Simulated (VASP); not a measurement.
# Pb (P6_3/mmc) in VASP: notebook

The runs below take Pb through single point, with r2SCAN.

Everything below comes from runs of VASP 6.6.1. Logs are shortened: lines on timing, memory, paths and dates and some standing lists are left out, and cuts for length are marked.

## 1. The cell of the first run

The structure is hexagonal, space group P6_3/mmc (No. 194). Conventional cell: a = 3.619 Å, b = 3.619 Å, c = 5.814 Å, α = 90.00°, β = 90.00°, γ = 120.00°. Within 4.7 Å of Pb (site symmetry -6m2) lie 12 Pb at 3.58 to 3.62 Å.

This isn't the form of Pb at room conditions, which is fcc.

## 2. Single point, r2SCAN (strain +0.040 along x and y, +0.040 along z)

The input, POSCAR:

```
Pb
1.0
    3.6192007182      0.0000000000      0.0000000000
   -1.8096003591      3.1343197634      0.0000000000
    0.0000000000      0.0000000000      5.8136000000
Pb
2
Direct
    0.3333333333      0.6666666667      0.2500000000
    0.6666666667      0.3333333333      0.7500000000
```

The input, INCAR.step1:

```
SYSTEM = Pb
PREC     = Accurate       ! precision mode
ENCUT    = 520            ! plane-wave cutoff, eV
ISMEAR   = 0              ! smearing method
SIGMA    = 0.15           ! smearing width, eV
LREAL    = .False.        ! projectors in reciprocal space
LASPH    = .True.         ! aspherical terms in the spheres
NELM     = 100            ! most SCF steps
NBANDS   = 21             ! bands
GGA      = PE             ! functional
ALGO     = Normal         ! electronic algorithm
EDIFF    = 1E-4           ! SCF threshold, eV
LWAVE    = .True.         ! write WAVECAR
LCHARG   = .False.        ! write CHGCAR
```

The input, INCAR.step2:

```
SYSTEM = Pb
PREC     = Accurate       ! precision mode
ENCUT    = 520            ! plane-wave cutoff, eV
EDIFF    = 1E-6           ! SCF threshold, eV
ISMEAR   = 0              ! smearing method
SIGMA    = 0.15           ! smearing width, eV
LREAL    = .False.        ! projectors in reciprocal space
LASPH    = .True.         ! aspherical terms in the spheres
NELM     = 100            ! most SCF steps
ALGO     = Normal         ! electronic algorithm
ISIF     = 2              ! what is computed and relaxed
LWAVE    = .False.        ! write WAVECAR
LCHARG   = .True.         ! write CHGCAR
METAGGA  = R2SCAN         ! meta-GGA
LMIXTAU  = .True.       
LELF     = .True.         ! ELF
LVHAR    = .True.       
NBANDS   = 21             ! bands
ISTART   = 1
```

The input, KPOINTS:

```
regular mesh
0
Gamma
  18 18 10
  0 0 0
```

Potentials or basis: VASP PAW PBE potentials, release 64 (Pb_d).

Run with:

```bash
> cat potpaw_PBE.64/Pb_d/POTCAR > POTCAR
> cp INCAR.step1 INCAR
> mpirun -np 1 vasp_std > vasp.out
> cp INCAR.step2 INCAR
> mpirun -np 1 vasp_std > vasp.out
```

OUTCAR:

```text
SYSTEM = Pb
   PREC = Accurate
   ENCUT = 520
   EDIFF = 1E-6
   ISMEAR = 0
   LREAL = .False.
   LASPH = .True.
   NELM = 100
   ISIF = 2
   METAGGA = R2SCAN
   ISTART = 1

 ion  position               nearest neighbor table
   1  0.333  0.667  0.250-   2 3.58   2 3.58   2 3.58   2 3.58   2 3.58   2 3.58
   2  0.667  0.333  0.750-   1 3.58   1 3.58   1 3.58   1 3.58   1 3.58   1 3.58

  LATTYP: Found a hexagonal cell.
 ALAT       =     3.6192007182
 C/A-ratio  =     1.6063215203

  Lattice vectors:

 A1 = (   3.6192007182,   0.0000000000,   0.0000000000)
 A2 = (  -1.8096003591,   3.1343197634,   0.0000000000)
 A3 = (   0.0000000000,   0.0000000000,   5.8136000000)

Analysis of symmetry for initial positions (statically):
=====================================================================
 Subroutine PRICEL returns:
 Original cell was already a primitive cell.

 Routine SETGRP: Setting up the symmetry group for a
 hexagonal supercell.

 Subroutine GETGRP returns: Found 24 space group operations
 (whereof 12 operations were pure point group operations)
 out of a pool of 24 trial point group operations.

The static configuration has the point symmetry D_3d.
 The point group associated with its full space group is D_6h.

Analysis of symmetry for dynamics (positions and initial velocities):
=====================================================================
 Subroutine PRICEL returns:
 Original cell was already a primitive cell.

 Routine SETGRP: Setting up the symmetry group for a
 hexagonal supercell.

 Subroutine GETGRP returns: Found 24 space group operations
 (whereof 12 operations were pure point group operations)
 out of a pool of 24 trial point group operations.

The dynamic configuration has the point symmetry D_3d.
 The point group associated with its full space group is D_6h.

 Subroutine INISYM returns: Found 24 space group operations
 (whereof 12 operations are pure point group operations),
 and found     1 'primitive' translations

----------------------------------------------------------------------------------------

                                     Primitive cell

  volume of cell :      65.9479

  direct lattice vectors                    reciprocal lattice vectors
     3.619200718  0.000000000  0.000000000     0.276304101  0.159524247  0.000000000
    -1.809600359  3.134319763  0.000000000     0.000000000  0.319048494  0.000000000
     0.000000000  0.000000000  5.813600000     0.000000000  0.000000000  0.172010458

  length of vectors
     3.619200718  3.619200718  5.813600000     0.319048494  0.319048494  0.172010458

  position of ions in fractional coordinates (direct lattice)
     0.333333333  0.666666667  0.250000000
     0.666666667  0.333333333  0.750000000

  ion indices of the primitive-cell ions
   primitive index   ion index
                 1           1
                 2           2

----------------------------------------------------------------------------------------

 KPOINTS: regular mesh

Automatic generation of k-mesh.
 Grid dimensions read from file:
 generate k-points for:   18   18   10

 Generating k-lattice:

  Cartesian coordinates                     Fractional coordinates (reciprocal lattice)
     0.015350228  0.008862458  0.000000000     0.055555556  0.000000000  0.000000000
     0.000000000  0.017724916  0.000000000     0.000000000  0.055555556  0.000000000
     0.000000000  0.000000000  0.017201046     0.000000000  0.000000000  0.100000000

  Length of vectors
     0.017724916  0.017724916  0.017201046

  Shift w.r.t. Gamma in fractional coordinates (k-lattice)
     0.000000000  0.000000000  0.000000000

 Subroutine IBZKPT returns following result:
 ===========================================

 Found    222 irreducible k-points:

 Following reciprocal coordinates:
            Coordinates               Weight
  0.000000  0.000000  0.000000      1.000000
  0.055556  0.000000  0.000000      6.000000
  0.111111  0.000000  0.000000      6.000000
  0.166667  0.000000  0.000000      6.000000
  0.222222  0.000000  0.000000      6.000000
  0.277778  0.000000  0.000000      6.000000
[... 16 lines left out ...]
  0.333333  0.111111  0.000000     12.000000
  0.388889  0.111111  0.000000     12.000000
 [... further k-points ...]
   k-points           NKPTS =    222   k-points in BZ     NKDIM =    222   number of bands    NBANDS=     21
   number of dos      NEDOS =    301   number of ions     NIONS =      2
   total plane-waves  NPLWV =  37632
   dimension x,y,z NGX =    28 NGY =   28 NGZ =   48
   dimension x,y,z NGXF=    56 NGYF=   56 NGZF=   96
   ions per type =               2
   NGX,Y,Z   is equivalent  to a cutoff of  12.86, 12.86, 13.73 a.u.
   NGXF,Y,Z  is equivalent  to a cutoff of  25.72, 25.72, 27.45 a.u.
 SYSTEM =  Pb
   PREC   = accura    normal or accurate (medium, high low for compatibility)
   ISTART =      1    job   : 0-new  1-cont  2-samecut
   ICHARG =      0    charge: 1-file 2-atom 10-const
   ISPIN  =      1    spin polarized calculation?
   LNONCOLLINEAR =      F non collinear calculations
   LSORBIT =      F    spin-orbit coupling
   LASPH  =      T    aspherical Exc in radial PAW
   ENCUT  =  520.0 eV  38.22 Ry    6.18 a.u.   6.73  6.73 10.81*2*pi/ulx,y,z
   NELM   =    100;   NELMIN=  2; NELMDL=  0     # of ELM steps
   EDIFF  = 0.1E-05   stopping-criterion for ELM
   LREAL  =      F    real-space projection
   EDIFFG = 0.1E-04   stopping-criterion for IOM
   NSW    =      0    number of steps for IOM
   IBRION =     -1    ionic relax: 0-MD 1-quasi-New 2-CG
   NFREE  =      0    steps in history (QN), initial steepest desc. (CG)
   ISIF   =      2    stress and relaxation
   ISYM   =      2    0-nonsym 1-usesym 2-fastsym
   POTIM  = 0.5000    time-step for ionic-motion
   TEBEG  =    0.0;   TEEND  =   0.0 temperature during run
   PSTRESS=    0.0 pullay stress
   NELECT =      28.0000    total number of electrons
   NUPDOWN=      -1.0000    fix difference up-down
   EMIN   =  10.00;   EMAX   =-10.00  energy-range for DOS
   EFERMI =   0.00;   METHOD = LEGACY
   ISMEAR =     0;   SIGMA  =   0.15  broadening in eV -4-tet -1-fermi 0-gaus
   EFERMI_NEDOS =   21; number of points for ismear=-14 and -15
   IALGO  =     38    algorithm
   IMIX   =      4    mixing-type and parameters
     AMIX     =   0.40;   BMIX     =  1.00
     AMIX_MAG =   1.60;   BMIX_MAG =  1.00
  volume/ion in A,a.u.               =      32.97       222.52
  Fermi-wavevector in a.u.,A,eV,Ry     =   1.230440  2.325195 20.598986  1.513983
  Thomas-Fermi vector in A             =   2.365289
   LORBIT       =      0    0 simple, 1 ext, 2 COOP (PROOUT), +10 PAW based schemes
   METAGGA = R2SCAN    functional components
   LHFCALC =     F    Hartree Fock is set to
   AEXX    =    0.0000 exact exchange contribution
   IVDW    =     0    specifies the selected vdW correction
   LEPSILON=     F    determine dielectric tensor
   LRPA    =     F    only Hartree local field effects (RPA)
 non-spin polarized calculation
 Gauss-broadening in eV      SIGMA  =   0.15
  energy-cutoff  :      520.00
  volume of cell :       65.95
 maximum number of plane-waves:      1798
 NGX is ok and might be reduce to    28
   NGX = 13   NGY = 13   NGZ = 21

 number of electron      28.0000003 magnetization

 Free energy of the ion-electron system (eV)
  ---------------------------------------------------
  ext. energy  EPLUGINS =         0.00000000
  ---------------------------------------------------
  free energy    TOTEN  =      -112.50047626 eV

  energy without entropy =     -112.48707445  energy(sigma->0) =     -112.49377535

 E-fermi :   6.2705     XC(G=0): -10.4789

 val. band max:        6.2644247916   @ k =   0.3889   0.0000   0.2000
 cond. band min:       6.2803160344   @ k =   0.2778   0.0556   0.3000
 fundamental gap:      0.0158912427
 Fermi energy:         6.2704619639

 k-point     1 :       0.0000    0.0000    0.0000
  band No.  band energies     occupation
      1     -11.3681      2.00000
      2     -11.3448      2.00000
      3     -11.3413      2.00000
      4     -11.3413      2.00000
      5     -11.3240      2.00000
      6     -11.3240      2.00000
[... 13 lines left out ...]
     20      15.7599      0.00000
     21      18.2921      0.00000

 k-point     2 :       0.0556    0.0000    0.0000
  band No.  band energies     occupation
      1     -11.3674      2.00000
      2     -11.3525      2.00000
      3     -11.3355      2.00000
      4     -11.3308      2.00000
      5     -11.3218      2.00000
      6     -11.3183      2.00000
[... 13 lines left out ...]
     20      15.9217      0.00000
     21      17.9822      0.00000

 k-point     3 :       0.1111    0.0000    0.0000
  band No.  band energies     occupation
      1     -11.3755      2.00000
      2     -11.3507      2.00000
      3     -11.3220      2.00000
      4     -11.3187      2.00000
      5     -11.3084      2.00000
      6     -11.3018      2.00000
[... 13 lines left out ...]
     20      16.4266      0.00000
     21      17.3315      0.00000

 k-point     4 :       0.1667    0.0000    0.0000
  band No.  band energies     occupation
      1     -11.3922      2.00000
      2     -11.3422      2.00000
      3     -11.3164      2.00000
      4     -11.3104      2.00000
      5     -11.3061      2.00000
      6     -11.2929      2.00000
[... 13 lines left out ...]
     20      16.6682      0.00000
     21      17.1527      0.00000

 k-point     5 :       0.2222    0.0000    0.0000
  band No.  band energies     occupation
      1     -11.4112      2.00000
      2     -11.3396      2.00000
      3     -11.3263      2.00000
      4     -11.3171      2.00000
      5     -11.3033      2.00000
      6     -11.2613      2.00000
[... 13 lines left out ...]
     20      16.1266      0.00000
     21      17.0751      0.00000
[... 382 lines left out ...]
     20      14.7325      0.00000
     21      17.5727      0.00000

 k-point    22 :       0.2778    0.1111    0.0000
  band No.  band energies     occupation
      1     -11.4228      2.00000
      2     -11.3731      2.00000
      3     -11.3395      2.00000
      4     -11.3326      2.00000
      5     -11.2752      2.00000
      6     -11.2246      2.00000
[... 13 lines left out ...]
     20      14.4210      0.00000
     21      18.0074      0.00000

 k-point    23 :       0.3333    0.1111    0.0000
  band No.  band energies     occupation
      1     -11.4353      2.00000
      2     -11.3891      2.00000
      3     -11.3376      2.00000
      4     -11.3366      2.00000
      5     -11.2586      2.00000
      6     -11.2373      2.00000
[... 13 lines left out ...]
     20      14.1970      0.00000
     21      17.9821      0.00000

 k-point    24 :       0.3889    0.1111    0.0000
  band No.  band energies     occupation
      1     -11.4434      2.00000
      2     -11.3997      2.00000
      3     -11.3388      2.00000
      4     -11.3377      2.00000
      5     -11.2456      2.00000
      6     -11.2452      2.00000
[... 13 lines left out ...]
     20      14.0627      0.00000
     21      17.9117      0.00000

 [... further k-points ...]
[... 5 lines left out ...]
  --------------------------------------------------------------------------------------
  -------------------------------------------------------------------------------------
  Total       -1.1329856     -1.1329856     -0.6138663      0.0000000      0.0000000      0.0000000
  in kB      -27.5254127    -27.5254127    -14.9136261      0.0000000      0.0000000      0.0000000
  external PRESSURE =     -23.3214839 kB  Pullay stress =       0.0000000 kB

 VOLUME and BASIS-vectors are now :
 -----------------------------------------------------------------------------
  energy-cutoff  :      520.00
  volume of cell :       65.95
      direct lattice vectors                 reciprocal lattice vectors
     3.619200718  0.000000000  0.000000000     0.276304101  0.159524247  0.000000000
    -1.809600359  3.134319763  0.000000000     0.000000000  0.319048494  0.000000000
     0.000000000  0.000000000  5.813600000     0.000000000  0.000000000  0.172010458

 POSITION                                       TOTAL-FORCE (eV/Angst)
 -----------------------------------------------------------------------------------
     -0.00000      2.08955      1.45340         0.000000      0.000000      0.000000
      1.80960      1.04477      4.36020        -0.000000     -0.000000      0.000000
 -----------------------------------------------------------------------------------
    total drift:                               -0.000000      0.000000      0.000000

  FREE ENERGIE OF THE ION-ELECTRON SYSTEM (eV)
  ---------------------------------------------------
  free  energy   TOTEN  =      -112.5004762619 eV

  energy  without entropy=     -112.4870744474  energy(sigma->0) =     -112.49377535
```

It took 18 min on 1 thread of Intel Xeon Platinum 8259CL at 2.50GHz (Skylake/Cascade Lake), shared host; peak memory 0.37 GiB.

Results:

```
Free energy            : -112.5005 eV
Pressure               : -2.3 GPa
Band gap on the k mesh : zero (bands 14 and 15 overlap by 7.24 eV)
```

Stress tensor (GPa, compression positive):
```
-2.75  0.00  0.00
 0.00 -2.75  0.00
 0.00  0.00 -1.49
```

Levels at points of the mesh, in eV from the Fermi level:
```csv
k point,band 12,band 13,band 14,band 15,band 16,band 17
"(0.00, 0.00, 0.00)",-8.22,-3.88,5.16,5.16,6.90,6.90
"(0.50, 0.00, 0.00)",-7.38,-2.77,-1.29,-0.40,1.88,1.94
"(0.00, 0.00, 0.50)",-10.51,0.91,0.91,5.99,5.99,5.99
"(0.50, 0.00, 0.50)",-7.84,-3.44,-3.44,3.27,3.27,3.49
```

Caveat: the cell differs from its parent crystal (strain +0.040 along x and y, +0.040 along z); the PAW data sets were made with another functional, which shifts forces and pressure a little; spin-orbit coupling is left out, which moves the levels of the heavy elements.

## 3. Single point, r2SCAN (strain +0.080 along x and y, +0.000 along z)

The input, POSCAR:

```
Pb
1.0
    3.7584007458      0.0000000000      0.0000000000
   -1.8792003729      3.2548705235      0.0000000000
    0.0000000000      0.0000000000      5.5900000000
Pb
2
Direct
    0.3333333333      0.6666666667      0.2500000000
    0.6666666667      0.3333333333      0.7500000000
```

The input, INCAR.step1:

```
SYSTEM = Pb
  ALGO = Normal
  EDIFF = 1E-4
  ENCUT = 520
  GGA = PE
  ISMEAR = 0
  LASPH = .TRUE.
  LCHARG = .FALSE.
  LREAL = .FALSE.
  LWAVE = .TRUE.
  NBANDS = 21
  NELM = 60
  PREC = Accurate
  SIGMA = 0.15
```

The input, INCAR.step2:

```
SYSTEM = Pb
  ALGO = Normal
  EDIFF = 1E-7
  ENCUT = 520
  ISIF = 2
  ISMEAR = 0
  ISTART = 1
  LASPH = .TRUE.
  LCHARG = .FALSE.
  LMIXTAU = .TRUE.
  LREAL = .FALSE.
  LWAVE = .FALSE.
  METAGGA = R2SCAN
  NBANDS = 21
  NELM = 60
  PREC = Accurate
  SIGMA = 0.15
```

The input, KPOINTS:

```
k-points
0
G
  18 18 10
  0 0 0
```

Potentials or basis: VASP PAW PBE potentials, release 64 (Pb_d).

Run with:

```bash
> cat potpaw_PBE.64/Pb_d/POTCAR > POTCAR
> cp INCAR.step1 INCAR
> mpirun -np 1 vasp_std > vasp.out
> cp INCAR.step2 INCAR
> mpirun -np 1 vasp_std > vasp.out
```

Wall time 20 min (1 thread of Intel Xeon Platinum 8259CL at 2.50GHz (Skylake/Cascade Lake), shared host); peak memory 0.36 GiB.

Results (log left out):

```
Free energy            : -112.4196 eV
Pressure               : -3.1 GPa
Band gap on the k mesh : zero (bands 14 and 15 overlap by 6.50 eV)
```

Stress tensor (GPa, compression positive):
```
-3.83  0.00  0.00
 0.00 -3.83  0.00
 0.00  0.00 -1.78
```

Levels at points of the mesh, in eV from the Fermi level:
```csv
k point,band 10,band 11,band 12,band 13,band 14,band 15,band 16,band 17,band 18,band 19
"(0.00, 0.00, 0.00)",-17.45,-11.53,-7.64,-3.59,4.14,4.14,6.06,6.06,7.56,7.98
"(0.50, 0.00, 0.00)",-17.42,-8.80,-7.52,-2.45,-0.74,-0.43,1.30,1.87,5.21,5.74
"(0.00, 0.00, 0.50)",-17.50,-10.24,-10.24,1.57,1.57,5.07,5.07,5.07,5.07,8.69
"(0.50, 0.00, 0.50)",-17.45,-7.99,-7.99,-3.34,-3.34,2.78,2.78,3.69,3.69,7.16
```

Caveat: the cell differs from its parent crystal (strain +0.080 along x and y, +0.000 along z); the cell stands under tension; the PAW data sets were made with another functional, which shifts forces and pressure a little; spin-orbit coupling is left out, which moves the levels of the heavy elements.
